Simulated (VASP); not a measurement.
# Si2W (C2/m) in VASP: a series of runs

The runs below take Si2W through single point, with PBE.

All numbers are computed with VASP 6.6.1; they aren't measurements. Logs are shortened: lines on timing, memory, paths and dates and some standing lists are left out, and cuts for length are marked.

### 1 The cell of the first run

The structure is monoclinic, space group C2/m (No. 12). Conventional cell: a = 4.520 Å, b = 4.565 Å, c = 4.514 Å, α = 90.00°, β = 119.22°, γ = 90.00°. Within 3.4 Å of Si (site symmetry m) lie 9 Si at 2.60 to 3.21 Å and 5 W at 2.60 to 2.63 Å. Within 3.4 Å of W (site symmetry 2/m) lie 10 Si at 2.60 to 2.63 Å and 4 W at 3.21 Å.

### 2 Single point, PBE (equal xy, yz and zx shear strains of -1 %)

File INCAR:

```
SYSTEM = Si2W
PREC = Accurate
ENCUT = 520
EDIFF = 1E-7
ISMEAR = -1
SIGMA = 0.05
LREAL = .FALSE.
LASPH = .TRUE.
NELM = 60
ALGO = Normal
ISIF = 2
LWAVE = .FALSE.
LCHARG = .FALSE.
GGA = PE
NBANDS = 18
```

File KPOINTS:

```
regular mesh
0
G
  11 11 14
  0 0 0
```

File POSCAR:

```
Si2W
1.0
   -1.6337300000      1.5943300000      3.9400000000
    1.5943300000     -1.6337300000      3.9400000000
    1.6176700000      1.6176700000     -3.9560600000
Si W
2 1
Direct
    0.3330000000      0.3330000000      0.0000000000
    0.6670000000      0.6670000000      0.0000000000
    0.0000000000      0.0000000000      0.0000000000
```

Potentials or basis: VASP PAW PBE potentials, release 64 (Si, W_sv).

On the command line:

```
$ cat potpaw_PBE.64/Si/POTCAR potpaw_PBE.64/W_sv/POTCAR > POTCAR
$ mpirun -np 1 vasp_std > vasp.out
```

OUTCAR:

```text
SYSTEM = Si2W
   PREC = Accurate
   ENCUT = 520
   EDIFF = 1E-7
   ISMEAR = -1
   LREAL = .FALSE.
   LASPH = .TRUE.
   NELM = 60
   ISIF = 2
   GGA = PE

 ion  position               nearest neighbor table
   1  0.333  0.333  0.000-   2 2.60   3 2.60   3 2.62   2 2.63   2 2.63   2 2.63   3 2.63   2 2.63
                             3 2.63   3 2.63
   2  0.667  0.667  0.000-   1 2.60   3 2.60   3 2.62   1 2.63   1 2.63   1 2.63   3 2.63   1 2.63
                             3 2.63   3 2.63
   3  0.000  0.000  0.000-   2 2.60   1 2.60   2 2.62   1 2.62   2 2.63   1 2.63   2 2.63   1 2.63
                             1 2.63   2 2.63

  Warning from LATTYP: Got some problem with cell dimensions!
  Tried to take original basis but could not verify dimensions!
  LATTYP: Found a base centered monoclinic cell.
 ALAT       =     4.5198558231
 B/A-ratio  =     1.0100247465
 C/A-ratio  =     0.9987774867
 COS(beta)  =    -0.4882383855

  Lattice vectors:

 A1 = (  -3.2120000000,   0.0160600000,   0.0160600000)
 A2 = (   0.0160600000,  -3.2120000000,   0.0160600000)
 A3 = (   1.5782700000,   1.5782700000,   3.9239400000)

Analysis of symmetry for initial positions (statically):
=====================================================================
 Subroutine PRICEL returns:
 Original cell was already a primitive cell.

 Routine SETGRP: Setting up the symmetry group for a
 base centered monoclinic supercell.

 Subroutine GETGRP returns: Found  4 space group operations
 (whereof  4 operations were pure point group operations)
 out of a pool of  4 trial point group operations.

The static configuration has the point symmetry C_2h.

Analysis of symmetry for dynamics (positions and initial velocities):
=====================================================================
 Subroutine PRICEL returns:
 Original cell was already a primitive cell.

 Routine SETGRP: Setting up the symmetry group for a
 base centered monoclinic supercell.

 Subroutine GETGRP returns: Found  4 space group operations
 (whereof  4 operations were pure point group operations)
 out of a pool of  4 trial point group operations.

The dynamic configuration has the point symmetry C_2h.

 Subroutine INISYM returns: Found  4 space group operations
 (whereof  4 operations are pure point group operations),
 and found     1 'primitive' translations

----------------------------------------------------------------------------------------

                                     Primitive cell

  volume of cell :      40.6457

  direct lattice vectors                    reciprocal lattice vectors
    -1.633730000  1.594330000  3.940000000     0.002202302  0.311985887  0.128474494
     1.594330000 -1.633730000  3.940000000     0.311985887  0.002202302  0.128474494
     1.617670000  1.617670000 -3.956060000     0.312912712  0.312912712  0.003129127

  length of vectors
     4.553521918  4.553521918  4.569915008     0.337410343  0.337410343  0.442536465

  position of ions in fractional coordinates (direct lattice)
     0.333000000  0.333000000  0.000000000
     0.667000000  0.667000000  0.000000000
     0.000000000  0.000000000  0.000000000

  ion indices of the primitive-cell ions
   primitive index   ion index
                 1           1
                 2           2
                 3           3

----------------------------------------------------------------------------------------

 KPOINTS: regular mesh

Automatic generation of k-mesh.
 Grid dimensions read from file:
 generate k-points for:   11   11   14

 Generating k-lattice:

  Cartesian coordinates                     Fractional coordinates (reciprocal lattice)
     0.000200209  0.028362353  0.011679499     0.090909091  0.000000000 -0.000000000
     0.028362353  0.000200209  0.011679499     0.000000000  0.090909091 -0.000000000
     0.022350908  0.022350908  0.000223509     0.000000000  0.000000000  0.071428571

  Length of vectors
     0.030673668  0.030673668  0.031609747

  Shift w.r.t. Gamma in fractional coordinates (k-lattice)
     0.000000000  0.000000000  0.000000000

 Subroutine IBZKPT returns following result:
 ===========================================

 Found    468 irreducible k-points:

 Following reciprocal coordinates:
            Coordinates               Weight
  0.000000  0.000000  0.000000      1.000000
  0.090909  0.000000  0.000000      4.000000
  0.181818 -0.000000  0.000000      4.000000
  0.272727 -0.000000  0.000000      4.000000
  0.363636 -0.000000  0.000000      4.000000
  0.454545  0.000000 -0.000000      4.000000
[... 16 lines left out ...]
 -0.272727  0.181818 -0.000000      4.000000
 -0.181818  0.181818  0.000000      2.000000
 [... further k-points ...]
   k-points           NKPTS =    468   k-points in BZ     NKDIM =    468   number of bands    NBANDS=     18
   number of dos      NEDOS =    301   number of ions     NIONS =      3
   total plane-waves  NPLWV =  46656
   dimension x,y,z NGX =    36 NGY =   36 NGZ =   36
   dimension x,y,z NGXF=    72 NGYF=   72 NGZF=   72
   ions per type =               2   1
   NGX,Y,Z   is equivalent  to a cutoff of  13.14, 13.14, 13.10 a.u.
   NGXF,Y,Z  is equivalent  to a cutoff of  26.29, 26.29, 26.19 a.u.
 SYSTEM =  Si2W
   PREC   = accura    normal or accurate (medium, high low for compatibility)
   ISTART =      0    job   : 0-new  1-cont  2-samecut
   ICHARG =      2    charge: 1-file 2-atom 10-const
   ISPIN  =      1    spin polarized calculation?
   LNONCOLLINEAR =      F non collinear calculations
   LSORBIT =      F    spin-orbit coupling
   LASPH  =      T    aspherical Exc in radial PAW
   ENCUT  =  520.0 eV  38.22 Ry    6.18 a.u.   8.47  8.47  8.50*2*pi/ulx,y,z
   NELM   =     60;   NELMIN=  2; NELMDL= -5     # of ELM steps
   EDIFF  = 0.1E-06   stopping-criterion for ELM
   LREAL  =      F    real-space projection
   EDIFFG = 0.1E-05   stopping-criterion for IOM
   NSW    =      0    number of steps for IOM
   IBRION =     -1    ionic relax: 0-MD 1-quasi-New 2-CG
   NFREE  =      0    steps in history (QN), initial steepest desc. (CG)
   ISIF   =      2    stress and relaxation
   ISYM   =      2    0-nonsym 1-usesym 2-fastsym
   POTIM  = 0.5000    time-step for ionic-motion
   TEBEG  =    0.0;   TEEND  =   0.0 temperature during run
   PSTRESS=    0.0 pullay stress
   NELECT =      22.0000    total number of electrons
   NUPDOWN=      -1.0000    fix difference up-down
   EMIN   =  10.00;   EMAX   =-10.00  energy-range for DOS
   EFERMI =   0.00;   METHOD = LEGACY
   ISMEAR =    -1;   SIGMA  =   0.05  broadening in eV -4-tet -1-fermi 0-gaus
   EFERMI_NEDOS =   21; number of points for ismear=-14 and -15
   IALGO  =     38    algorithm
   IMIX   =      4    mixing-type and parameters
     AMIX     =   0.40;   BMIX     =  1.00
     AMIX_MAG =   1.60;   BMIX_MAG =  1.00
  volume/ion in A,a.u.               =      13.55        91.43
  Fermi-wavevector in a.u.,A,eV,Ry     =   1.334169  2.521214 24.218465  1.780007
  Thomas-Fermi vector in A             =   2.462971
   LORBIT       =      0    0 simple, 1 ext, 2 COOP (PROOUT), +10 PAW based schemes
   GGA     = PE    functional components
   LHFCALC =     F    Hartree Fock is set to
   AEXX    =    0.0000 exact exchange contribution
   IVDW    =     0    specifies the selected vdW correction
   LEPSILON=     F    determine dielectric tensor
   LRPA    =     F    only Hartree local field effects (RPA)
 non-spin polarized calculation
  energy-cutoff  :      520.00
  volume of cell :       40.65
 maximum number of plane-waves:      1122
 NGX is ok and might be reduce to    36
   NGX = 17   NGY = 17   NGZ = 17

 number of electron      21.9999999 magnetization

 Free energy of the ion-electron system (eV)
  ---------------------------------------------------
  ext. energy  EPLUGINS =         0.00000000
  ---------------------------------------------------
  free energy    TOTEN  =       -24.80157931 eV

  energy without entropy =      -24.79915594  energy(sigma->0) =      -24.80036763

 E-fermi :  11.9216     XC(G=0): -12.5058

 val. band max:       11.9170630819   @ k =   0.4545   0.4545   0.3571
 cond. band min:      11.9267196138   @ k =   0.2727   0.2727   0.2143
 fundamental gap:      0.0096565319
 Fermi energy:        11.9216011545

 k-point     1 :       0.0000    0.0000    0.0000
  band No.  band energies     occupation
      1     -61.9769      2.00000
      2     -26.2451      2.00000
      3     -26.2042      2.00000
      4     -26.2021      2.00000
      5      -2.1627      2.00000
      6       5.0950      2.00000
[... 10 lines left out ...]
     17      17.4489      0.00000
     18      17.4818      0.00000

 k-point     2 :       0.0909    0.0000    0.0000
  band No.  band energies     occupation
      1     -61.9763      2.00000
      2     -26.2439      2.00000
      3     -26.2205      2.00000
      4     -26.2015      2.00000
      5      -2.0047      2.00000
      6       5.0971      2.00000
[... 10 lines left out ...]
     17      17.5204      0.00000
     18      18.0275      0.00000

 k-point     3 :       0.1818   -0.0000    0.0000
  band No.  band energies     occupation
      1     -61.9747      2.00000
      2     -26.2675      2.00000
      3     -26.2399      2.00000
      4     -26.1973      2.00000
      5      -1.5401      2.00000
      6       5.0242      2.00000
[... 10 lines left out ...]
     17      18.1100      0.00000
     18      19.2807      0.00000

 k-point     4 :       0.2727   -0.0000    0.0000
  band No.  band energies     occupation
      1     -61.9726      2.00000
      2     -26.3277      2.00000
      3     -26.2354      2.00000
      4     -26.1918      2.00000
      5      -0.7964      2.00000
      6       4.6054      2.00000
[... 375 lines left out ...]
      4     -26.2224      2.00000
      5       0.3459      2.00000
      6       4.3681      2.00000
[... 10 lines left out ...]
     17      18.4629      0.00000
     18      19.5639      0.00000

 k-point    23 :      -0.2727    0.1818   -0.0000
  band No.  band energies     occupation
      1     -61.9704      2.00000
      2     -26.3202      2.00000
      3     -26.2541      2.00000
      4     -26.2266      2.00000
      5      -0.5193      2.00000
      6       5.5427      2.00000
[... 10 lines left out ...]
     17      17.6710      0.00000
     18      19.1443      0.00000

 k-point    24 :      -0.1818    0.1818    0.0000
  band No.  band energies     occupation
      1     -61.9726      2.00000
      2     -26.2644      2.00000
      3     -26.2572      2.00000
      4     -26.2316      2.00000
      5      -1.1428      2.00000
      6       5.9014      2.00000
[... 10 lines left out ...]
     17      18.9904      0.00000
     18      19.0868      0.00000

 [... further k-points ...]
[... 5 lines left out ...]
  --------------------------------------------------------------------------------------
  -------------------------------------------------------------------------------------
  Total        0.6867762      0.6867762      0.0333562      0.5462725      0.5358750      0.5358750
  in kB       27.0714320     27.0714320      1.3148390     21.5330396     21.1231882     21.1231899
  external PRESSURE =      18.4859010 kB  Pullay stress =       0.0000000 kB

 VOLUME and BASIS-vectors are now :
 -----------------------------------------------------------------------------
  energy-cutoff  :      520.00
  volume of cell :       40.65
      direct lattice vectors                 reciprocal lattice vectors
    -1.633730000  1.594330000  3.940000000     0.002202302  0.311985887  0.128474494
     1.594330000 -1.633730000  3.940000000     0.311985887  0.002202302  0.128474494
     1.617670000  1.617670000 -3.956060000     0.312912712  0.312912712  0.003129127

 POSITION                                       TOTAL-FORCE (eV/Angst)
 -----------------------------------------------------------------------------------
     -0.01312     -0.01312      2.62404        -0.015833     -0.015833      0.204771
     -0.02628     -0.02628      5.25596         0.015833      0.015833     -0.204771
      0.00000      0.00000      0.00000        -0.000000     -0.000000      0.000000
 -----------------------------------------------------------------------------------
    total drift:                                0.000000      0.000000     -0.000000

  FREE ENERGIE OF THE ION-ELECTRON SYSTEM (eV)
  ---------------------------------------------------
  free  energy   TOTEN  =       -24.8015793075 eV

  energy  without entropy=      -24.7991559427  energy(sigma->0) =      -24.80036763
```

Wall time 11 min (1 thread of Intel Xeon 8259CL, shared host); peak memory 0.46 GiB.

What came out:

* Free energy: -24.8016 eV
* Pressure: 1.8 GPa
* Largest force: 0.206 eV/Å
* Band gap on the k mesh: zero (bands 11 and 12 overlap by 1.21 eV)

Forces on the atoms (eV/Å):
```
Si  -0.016 -0.016  0.205
Si   0.016  0.016 -0.205
W    0.000  0.000  0.000
```

Caveat: the cell differs from its parent crystal (equal xy, yz and zx shear strains of -1 %); spin-orbit coupling is left out, which moves the levels of the heavy elements.

### 3 Single point, PBE (equal xy, yz and zx shear strains of +2 %)

File INCAR:

```
SYSTEM = Si2W
  PREC = Accurate
  ENCUT = 520
  EDIFF = 1E-6
  ISMEAR = -1
  SIGMA = 0.05
  LREAL = .FALSE.
  LASPH = .TRUE.
  NELM = 100
  ALGO = Normal
  ISIF = 2
  LWAVE = .FALSE.
  LCHARG = .FALSE.
  GGA = PE
  NBANDS = 18
```

KPOINTS is that of step 2.

File POSCAR:

```
Si2W
1.0
   -1.5505400000      1.6293400000      3.9400000000
    1.6293400000     -1.5505400000      3.9400000000
    1.5826600000      1.5826600000     -3.9078800000
Si W
2 1
Direct
    0.3330000000      0.3330000000      0.0000000000
    0.6670000000      0.6670000000      0.0000000000
    0.0000000000      0.0000000000      0.0000000000
```

Potentials or basis: VASP PAW PBE potentials, release 64 (Si, W_sv).

On the command line:

```
$ cat potpaw_PBE.64/Si/POTCAR potpaw_PBE.64/W_sv/POTCAR > POTCAR
$ mpirun -np 1 vasp_std > vasp.out
```

It took 11 min on 1 thread of Intel Xeon 8259CL, shared host; peak memory 0.46 GiB.

The run converged. Its results:

- Free energy: -24.7797 eV
- Pressure: 2.0 GPa
- Largest force: 0.206 eV/Å
- Band gap on the k mesh: zero (bands 11 and 12 overlap by 1.15 eV)

Forces on the atoms (eV/Å):
```
Si   0.014  0.014  0.205
Si  -0.014 -0.014 -0.205
W    0.000  0.000  0.000
```

Stress tensor (GPa, compression positive):
```
 2.95 -3.89 -3.92
-3.89  2.95 -3.92
-3.92 -3.92  0.24
```

Levels at points of the mesh, in eV from the Fermi level:
| k point | band 8 | band 9 | band 10 | band 11 | band 12 | band 13 | band 14 | band 15 |
| --- | --- | --- | --- | --- | --- | --- | --- | --- |
| (0.00, 0.00, 0.00) | -3.35 | -2.94 | -2.71 | 0.65 | 2.58 | 2.81 | 3.23 | 3.26 |
| (0.00, 0.00, 0.50) | -5.37 | -5.14 | -3.26 | -1.59 | 2.44 | 2.97 | 3.13 | 3.77 |

Caveat: the cell differs from its parent crystal (equal xy, yz and zx shear strains of +2 %); spin-orbit coupling is left out, which moves the levels of the heavy elements.
